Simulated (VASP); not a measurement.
The system is BN (Qingsongite).

```
CELL_PARAMETERS angstrom
0.00000 1.80482 1.80482
1.80482 0.00000 1.80482
1.80482 1.80482 0.00000
ATOMIC_POSITIONS crystal
B 0.00000 0.00000 0.00000
N 0.25000 0.25000 0.25000
```

Base run:

```yaml
Program: VASP 6.6.1
Functional: PBEsol
Potentials_or_basis: VASP PAW PBE potentials, release 64 (B, N)
Cutoff: 600 eV
k_mesh: 8 × 8 × 8
Occupations: tetrahedron
Spin: no spin polarisation
```

Its results: band gap on the k mesh 4.28 eV, indirect (least direct gap 8.78 eV); pressure -0.9 GPa.

Problem. The run is repeated on the same cell with these changes: k mesh from 8 × 8 × 8 to 5 × 5 × 5; occupations from tetrahedron to gaussian, width 0.01 eV. What comes out?

Solution. Band gap on the k mesh 4.77 eV, indirect (least direct gap 8.77 eV); pressure -0.8 GPa.

Caveats: some runs use coarse meshes; the PAW data sets were made with another functional, which shifts forces and pressure a little.

A k mesh can miss the band edges.
